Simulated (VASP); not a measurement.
# AlPt (P2_13) in VASP: single point with PBEsol

Aim: the single point of AlPt with PBEsol.

All numbers are computed with VASP 6.6.1; they aren't measurements. Logs are shortened: lines on timing, memory, paths and dates and some standing lists are left out, and cuts for length are marked.

## 1. The cell of the first run

The structure is cubic, space group P2_13 (No. 198). The conventional cell has a = 4.722 Å, b = 4.722 Å, c = 4.722 Å, α = 90.00°, β = 90.00°, γ = 90.00°. Al (site symmetry 3) has 7 Pt at 2.52 to 2.53 Å and 6 Al at 2.92 Å within 3.3 Å. Pt (site symmetry 3) has 7 Al at 2.52 to 2.53 Å and 6 Pt at 2.92 Å within 3.3 Å.

## 2. Single point, PBEsol (strain -0.030 along x and y, -0.030 along z)

The input, INCAR:

```
SYSTEM = AlPt
ALGO     = Fast           ! electronic algorithm
EDIFF    = 1E-6           ! SCF threshold, eV
ENCUT    = 520            ! plane-wave cutoff, eV
GGA      = PS             ! functional
ISIF     = 2              ! what is computed and relaxed
ISMEAR   = 0              ! smearing method
LASPH    = .TRUE.         ! aspherical terms in the spheres
LCHARG   = .FALSE.        ! write CHGCAR
LREAL    = .FALSE.        ! projectors in reciprocal space
LWAVE    = .FALSE.        ! write WAVECAR
NBANDS   = 36             ! bands
NELM     = 100            ! most SCF steps
PREC     = Accurate       ! precision mode
SIGMA    = 0.15           ! smearing width, eV
```

The input, KPOINTS:

```
k-points
0
G
  8 8 8
  0 0 0
```

The input, POSCAR:

```
AlPt
1.0
    4.7224492663      0.0000000000      0.0000000000
    0.0000000000      4.7224492663      0.0000000000
    0.0000000000      0.0000000000      4.7224492663
Al Pt
4 4
Direct
    0.8441717379      0.8441717379      0.8441717379
    0.6558282621      0.1558282621      0.3441717379
    0.3441717379      0.6558282621      0.1558282621
    0.1558282621      0.3441717379      0.6558282621
    0.1539828120      0.1539828120      0.1539828120
    0.3460171880      0.8460171880      0.6539828120
    0.6539828120      0.3460171880      0.8460171880
    0.8460171880      0.6539828120      0.3460171880
```

Potentials or basis: VASP PAW PBE potentials, release 64 (Al, Pt).

The run is started by

```sh
> cat potpaw_PBE.64/Al/POTCAR potpaw_PBE.64/Pt/POTCAR > POTCAR
> mpirun -np 1 vasp_std > vasp.out
```

OUTCAR:

```text
SYSTEM = AlPt
   EDIFF = 1E-6
   ENCUT = 520
   GGA = PS
   ISIF = 2
   ISMEAR = 0
   LASPH = .TRUE.
   LREAL = .FALSE.
   NELM = 100
   PREC = Accurate

 ion  position               nearest neighbor table
   1  0.844  0.844  0.844-   6 2.52   7 2.52   8 2.52   5 2.53   6 2.53   7 2.53   8 2.53   3 2.92
                             4 2.92   2 2.92   2 2.92   4 2.92   3 2.92
   2  0.656  0.156  0.344-   5 2.52   8 2.52   7 2.52   6 2.53   8 2.53   5 2.53   7 2.53   1 2.92
                             1 2.92   3 2.92   3 2.92   4 2.92   4 2.92
   3  0.344  0.656  0.156-   5 2.52   8 2.52   6 2.52   7 2.53   8 2.53   5 2.53   6 2.53   1 2.92
                             4 2.92   2 2.92   2 2.92   4 2.92   1 2.92
   4  0.156  0.344  0.656-   6 2.52   7 2.52   5 2.52   8 2.53   6 2.53   7 2.53   5 2.53   1 2.92
                             3 2.92   2 2.92   1 2.92   2 2.92   3 2.92
   5  0.154  0.154  0.154-   2 2.52   3 2.52   4 2.52   1 2.53   2 2.53   3 2.53   4 2.53   6 2.92
                             7 2.92   8 2.92   6 2.92   8 2.92   7 2.92
   6  0.346  0.846  0.654-   1 2.52   4 2.52   3 2.52   2 2.53   4 2.53   1 2.53   3 2.53   8 2.92
                             5 2.92   5 2.92   7 2.92   7 2.92   8 2.92
   7  0.654  0.346  0.846-   1 2.52   4 2.52   2 2.52   3 2.53   4 2.53   1 2.53   2 2.53   8 2.92
                             5 2.92   8 2.92   6 2.92   6 2.92   5 2.92
   8  0.846  0.654  0.346-   2 2.52   3 2.52   1 2.52   4 2.53   2 2.53   3 2.53   1 2.53   7 2.92
                             5 2.92   7 2.92   5 2.92   6 2.92   6 2.92

  LATTYP: Found a simple cubic cell.
 ALAT       =     4.7224492663

  Lattice vectors:

 A1 = (   4.7224492663,   0.0000000000,   0.0000000000)
 A2 = (   0.0000000000,   4.7224492663,   0.0000000000)
 A3 = (   0.0000000000,   0.0000000000,   4.7224492663)

Analysis of symmetry for initial positions (statically):
=====================================================================
 Subroutine PRICEL returns:
 Original cell was already a primitive cell.

 Routine SETGRP: Setting up the symmetry group for a
 simple cubic supercell.

 Subroutine GETGRP returns: Found 12 space group operations
 (whereof  3 operations were pure point group operations)
 out of a pool of 48 trial point group operations.

The static configuration has the point symmetry C_3 .
 The point group associated with its full space group is T   .

Analysis of symmetry for dynamics (positions and initial velocities):
=====================================================================
 Subroutine PRICEL returns:
 Original cell was already a primitive cell.

 Routine SETGRP: Setting up the symmetry group for a
 simple cubic supercell.

 Subroutine GETGRP returns: Found 12 space group operations
 (whereof  3 operations were pure point group operations)
 out of a pool of 48 trial point group operations.

The dynamic configuration has the point symmetry C_3 .
 The point group associated with its full space group is T   .

 Subroutine INISYM returns: Found 12 space group operations
 (whereof  3 operations are pure point group operations),
 and found     1 'primitive' translations

----------------------------------------------------------------------------------------

                                     Primitive cell

  volume of cell :     105.3178

  direct lattice vectors                    reciprocal lattice vectors
     4.722449266  0.000000000  0.000000000     0.211754525  0.000000000  0.000000000
     0.000000000  4.722449266  0.000000000     0.000000000  0.211754525  0.000000000
     0.000000000  0.000000000  4.722449266     0.000000000  0.000000000  0.211754525

  length of vectors
     4.722449266  4.722449266  4.722449266     0.211754525  0.211754525  0.211754525

  position of ions in fractional coordinates (direct lattice)
     0.844171738  0.844171738  0.844171738
     0.655828262  0.155828262  0.344171738
     0.344171738  0.655828262  0.155828262
     0.155828262  0.344171738  0.655828262
     0.153982812  0.153982812  0.153982812
     0.346017188  0.846017188  0.653982812
     0.653982812  0.346017188  0.846017188
     0.846017188  0.653982812  0.346017188

  ion indices of the primitive-cell ions
   primitive index   ion index
                 1           1
                 2           2
                 3           3
                 4           4
                 5           5
                 6           6
                 7           7
                 8           8

----------------------------------------------------------------------------------------

 KPOINTS: k-points

Automatic generation of k-mesh.
 Grid dimensions read from file:
 generate k-points for:    8    8    8

 Generating k-lattice:

  Cartesian coordinates                     Fractional coordinates (reciprocal lattice)
     0.026469316  0.000000000  0.000000000     0.125000000  0.000000000  0.000000000
     0.000000000  0.026469316  0.000000000     0.000000000  0.125000000  0.000000000
     0.000000000  0.000000000  0.026469316     0.000000000  0.000000000  0.125000000

  Length of vectors
     0.026469316  0.026469316  0.026469316

  Shift w.r.t. Gamma in fractional coordinates (k-lattice)
     0.000000000  0.000000000  0.000000000

 Subroutine IBZKPT returns following result:
 ===========================================

 Found     45 irreducible k-points:

 Following reciprocal coordinates:
            Coordinates               Weight
  0.000000  0.000000  0.000000      1.000000
  0.125000  0.000000  0.000000      6.000000
  0.250000  0.000000  0.000000      6.000000
  0.375000  0.000000  0.000000      6.000000
  0.500000  0.000000  0.000000      3.000000
  0.125000  0.125000  0.000000     12.000000
[... 16 lines left out ...]
  0.250000  0.125000  0.125000     24.000000
  0.375000  0.125000  0.125000     24.000000
 [... further k-points ...]
   k-points           NKPTS =     45   k-points in BZ     NKDIM =     45   number of bands    NBANDS=     36
   number of dos      NEDOS =    301   number of ions     NIONS =      8
   total plane-waves  NPLWV =  46656
   dimension x,y,z NGX =    36 NGY =   36 NGZ =   36
   dimension x,y,z NGXF=    72 NGYF=   72 NGZF=   72
   ions per type =               4   4
   NGX,Y,Z   is equivalent  to a cutoff of  12.67, 12.67, 12.67 a.u.
   NGXF,Y,Z  is equivalent  to a cutoff of  25.35, 25.35, 25.35 a.u.
 SYSTEM =  AlPt
   PREC   = accura    normal or accurate (medium, high low for compatibility)
   ISTART =      0    job   : 0-new  1-cont  2-samecut
   ICHARG =      2    charge: 1-file 2-atom 10-const
   ISPIN  =      1    spin polarized calculation?
   LNONCOLLINEAR =      F non collinear calculations
   LSORBIT =      F    spin-orbit coupling
   LASPH  =      T    aspherical Exc in radial PAW
   ENCUT  =  520.0 eV  38.22 Ry    6.18 a.u.   8.78  8.78  8.78*2*pi/ulx,y,z
   NELM   =    100;   NELMIN=  2; NELMDL= -5     # of ELM steps
   EDIFF  = 0.1E-05   stopping-criterion for ELM
   LREAL  =      F    real-space projection
   EDIFFG = 0.1E-04   stopping-criterion for IOM
   NSW    =      0    number of steps for IOM
   IBRION =     -1    ionic relax: 0-MD 1-quasi-New 2-CG
   NFREE  =      0    steps in history (QN), initial steepest desc. (CG)
   ISIF   =      2    stress and relaxation
   ISYM   =      2    0-nonsym 1-usesym 2-fastsym
   POTIM  = 0.5000    time-step for ionic-motion
   TEBEG  =    0.0;   TEEND  =   0.0 temperature during run
   PSTRESS=    0.0 pullay stress
   NELECT =      52.0000    total number of electrons
   NUPDOWN=      -1.0000    fix difference up-down
   EMIN   =  10.00;   EMAX   =-10.00  energy-range for DOS
   EFERMI =   0.00;   METHOD = LEGACY
   ISMEAR =     0;   SIGMA  =   0.15  broadening in eV -4-tet -1-fermi 0-gaus
   EFERMI_NEDOS =   21; number of points for ismear=-14 and -15
   IALGO  =     68    algorithm
   IMIX   =      4    mixing-type and parameters
     AMIX     =   0.40;   BMIX     =  1.00
     AMIX_MAG =   1.60;   BMIX_MAG =  1.00
  volume/ion in A,a.u.               =      13.16        88.84
  Fermi-wavevector in a.u.,A,eV,Ry     =   1.293924  2.445161 22.779396  1.674238
  Thomas-Fermi vector in A             =   2.425539
   LORBIT       =      0    0 simple, 1 ext, 2 COOP (PROOUT), +10 PAW based schemes
   GGA     = PS    functional components
   LHFCALC =     F    Hartree Fock is set to
   AEXX    =    0.0000 exact exchange contribution
   IVDW    =     0    specifies the selected vdW correction
   LEPSILON=     F    determine dielectric tensor
   LRPA    =     F    only Hartree local field effects (RPA)
 non-spin polarized calculation
 RMM-DIIS sequential band-by-band and
 Gauss-broadening in eV      SIGMA  =   0.15
  energy-cutoff  :      520.00
  volume of cell :      105.32
 maximum number of plane-waves:      2897
   NGX = 17   NGY = 17   NGZ = 17

 number of electron      52.0000008 magnetization

 Free energy of the ion-electron system (eV)
  ---------------------------------------------------
  ext. energy  EPLUGINS =         0.00000000
  ---------------------------------------------------
  free energy    TOTEN  =       -51.99310671 eV

  energy without entropy =      -51.98014639  energy(sigma->0) =      -51.98662655

 E-fermi :  11.9771     XC(G=0): -12.7664

 val. band max:       11.9768429925   @ k =   0.3750   0.3750   0.3750
 cond. band min:      12.0368083924   @ k =   0.5000   0.3750   0.3750
 fundamental gap:      0.0599653999
 Fermi energy:        11.9770655138

 k-point     1 :       0.0000    0.0000    0.0000
  band No.  band energies     occupation
      1      -0.1798      2.00000
      2       4.3503      2.00000
      3       4.3503      2.00000
      4       4.3503      2.00000
      5       5.8320      2.00000
      6       5.8320      2.00000
[... 28 lines left out ...]
     35      17.7134      0.00000
     36      17.8208      0.00000

 k-point     2 :       0.1250    0.0000    0.0000
  band No.  band energies     occupation
      1      -0.0549      2.00000
      2       4.0517      2.00000
      3       4.3726      2.00000
      4       4.4694      2.00000
      5       5.6689      2.00000
      6       5.7646      2.00000
[... 28 lines left out ...]
     35      17.8423      0.00000
     36      18.3093      0.00000

 k-point     3 :       0.2500    0.0000    0.0000
  band No.  band energies     occupation
      1       0.3144      2.00000
      2       3.4414      2.00000
      3       4.4154      2.00000
      4       4.5202      2.00000
      5       5.4039      2.00000
      6       5.6621      2.00000
[... 28 lines left out ...]
     35      18.0433      0.00000
     36      19.1131      0.00000
[... 742 lines left out ...]
 k-point    23 :       0.2500    0.1250    0.1250
  band No.  band energies     occupation
      1       0.5538      2.00000
      2       3.5761      2.00000
      3       4.1769      2.00000
      4       4.5347      2.00000
      5       5.2713      2.00000
      6       5.6684      2.00000
[... 28 lines left out ...]
     35      18.0145      0.00000
     36      18.5361      0.00000

 k-point    24 :       0.3750    0.1250    0.1250
  band No.  band energies     occupation
      1       1.1359      2.00000
      2       2.7623      2.00000
      3       4.3104      2.00000
      4       4.5984      2.00000
      5       5.1133      2.00000
      6       5.4406      2.00000
[... 28 lines left out ...]
     35      18.0832      0.00000
     36      19.1846      0.00000

 [... further k-points ...]

------------------------ aborting loop because EDIFF is reached ----------------------------------------

  FORCE on cell =-STRESS in cart. coord.  units (eV):
  Direction    XX          YY          ZZ          XY          YZ          ZX
  --------------------------------------------------------------------------------------
  -------------------------------------------------------------------------------------
  Total       15.0862718     15.0862718     15.0862718     -0.0000000      0.0000000     -0.0000000
  in kB      229.5041833    229.5041833    229.5041833     -0.0000000      0.0000000     -0.0000000
  external PRESSURE =     229.5041833 kB  Pullay stress =       0.0000000 kB

 VOLUME and BASIS-vectors are now :
 -----------------------------------------------------------------------------
  energy-cutoff  :      520.00
  volume of cell :      105.32
      direct lattice vectors                 reciprocal lattice vectors
     4.722449266  0.000000000  0.000000000     0.211754525  0.000000000  0.000000000
     0.000000000  4.722449266  0.000000000     0.000000000  0.211754525  0.000000000
     0.000000000  0.000000000  4.722449266     0.000000000  0.000000000  0.211754525

 POSITION                                       TOTAL-FORCE (eV/Angst)
 -----------------------------------------------------------------------------------
      3.98656      3.98656      3.98656         0.058856      0.058856      0.058856
      3.09712      0.73589      1.62533        -0.058856     -0.058856      0.058856
      1.62533      3.09712      0.73589         0.058856     -0.058856     -0.058856
      0.73589      1.62533      3.09712        -0.058856      0.058856     -0.058856
      0.72718      0.72718      0.72718         0.021411      0.021411      0.021411
      1.63405      3.99527      3.08840        -0.021411     -0.021411      0.021411
      3.08840      1.63405      3.99527         0.021411     -0.021411     -0.021411
      3.99527      3.08840      1.63405        -0.021411      0.021411     -0.021411
 -----------------------------------------------------------------------------------
    total drift:                                0.000000      0.000000     -0.000000

  FREE ENERGIE OF THE ION-ELECTRON SYSTEM (eV)
  ---------------------------------------------------
  free  energy   TOTEN  =       -51.9931067111 eV

  energy  without entropy=      -51.9801463936  energy(sigma->0) =      -51.98662655
```

Run time: 1.9 min. Hardware: 1 thread of Intel Xeon Platinum 8259CL at 2.50GHz (Skylake/Cascade Lake), shared host; peak memory 0.29 GiB.

What came out:

```yaml
Free_energy: -51.9931 eV
Pressure: 23.0 GPa
Largest_force: 0.102 eV/Å
Band_gap_on_the_k_mesh: zero (band 26 reaches 12.29 eV, above the bottom of band 27 at 11.14 eV)
```

Forces on the atoms (eV/Å):
```
Al   0.059  0.059  0.059
Al  -0.059 -0.059  0.059
Al   0.059 -0.059 -0.059
Al  -0.059  0.059 -0.059
Pt   0.021  0.021  0.021
Pt  -0.021 -0.021  0.021
Pt   0.021 -0.021 -0.021
Pt  -0.021  0.021 -0.021
```

Caveat: the cell differs from its parent crystal (strain -0.030 along x and y, -0.030 along z); the PAW data sets were made with another functional, which shifts forces and pressure a little; spin-orbit coupling is left out, which moves the levels of the heavy elements.
